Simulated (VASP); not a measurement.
Set up this calculation in VASP 6.6.1, as the native input.

| Quantity | Value |
| --- | --- |
| Task | single point |
| Functional | LDA |
| Potentials or basis | VASP PAW LDA potentials, release 64 (Ca_sv, O) |
| Cutoff | 520 eV |
| k mesh | 7 × 7 × 7 |
| Occupations | gaussian, width 0.01 eV |
| Spin | no spin polarisation |
| Dipole correction | no |
| Further INCAR settings | ALGO = Normal; EDIFF = 1e-06; NBANDS = 15 |

The structure of CaO (Lime) lies in POSCAR:

```
CaO
1.0
    0.0000000000      2.3903485066      2.3903485066
    2.3903485066      0.0000000000      2.3903485066
    2.3903485066      2.3903485066      0.0000000000
Ca O
1 1
Direct
    0.0000000000      0.0000000000      0.0000000000
    0.5000000000      0.5000000000      0.5000000000
```

One way to write it, as run:

INCAR

```
ALGO     = Normal         # electronic algorithm
EDIFF    = 1E-6           # SCF threshold, eV
ENCUT    = 520            # plane-wave cutoff, eV
GGA      = CA             # functional
ISIF     = 2              # what is computed and relaxed
ISMEAR   = 0              # smearing method
LASPH    = T              # aspherical terms in the spheres
LCHARG   = F              # write CHGCAR
LREAL    = F              # projectors in reciprocal space
LWAVE    = F              # write WAVECAR
NBANDS   = 15             # bands
NELM     = 60             # most SCF steps
PREC     = Accurate       # precision mode
SIGMA    = 0.01           # smearing width, eV
```

KPOINTS

```
k-points
0
Gamma
  7 7 7
```

Potentials or basis: VASP PAW LDA potentials, release 64 (Ca_sv, O).

Launch:

```sh
$ cat potpaw_LDA.64/Ca_sv/POTCAR potpaw_LDA.64/O/POTCAR > POTCAR
$ mpirun -np 1 vasp_std > vasp.out
```

It gave:

* Pressure: -4.5 GPa
* Band gap on the k mesh: 3.55 eV, indirect (least direct gap 3.92 eV)

It took 6 s on 1 thread of AMD EPYC 9R45 (Zen 5), on a shared host, peak memory 0.11 GiB.
